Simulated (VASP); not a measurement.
Ta:

```xyz
2
Lattice="2.9004 0.0000 0.0000 -1.4502 2.5118 0.0000 0.0000 0.0000 5.1663" Properties=species:S:1:pos:R:3 pbc="T T T"
Ta    1.4502    0.8373    3.8747
Ta    0.0000    1.6745    1.2916
```

This isn't the form of Ta at room conditions, which is bcc.

Base run:

- Program: VASP 6.6.1
- Functional: BLYP
- Potentials or basis: VASP PAW PBE potentials, release 64 (Ta_pv)
- Cutoff: 500 eV
- k mesh: 13 × 13 × 7
- Occupations: fermi-dirac, width 0.1 eV
- Spin: no spin polarisation

Its results: band gap on the k mesh zero (bands 11 and 12 overlap by 1.72 eV); pressure 6.2 GPa.

Task: The run is repeated on the same cell with these changes: functional from BLYP to LDA; potentials or basis from VASP PAW PBE potentials, release 64 (Ta_pv) to VASP PAW LDA potentials, release 64 (Ta_pv). What comes out?

Result: Band gap on the k mesh zero (bands 11 and 12 overlap by 1.67 eV); pressure -11.0 GPa.

Caveats: spin-orbit coupling is left out, which moves the levels of the heavy elements; the cell stands under pressure (at least some runs); the PAW data sets were made with another functional, which shifts forces and pressure a little (at least some runs); the cell stands under tension (at least some runs).
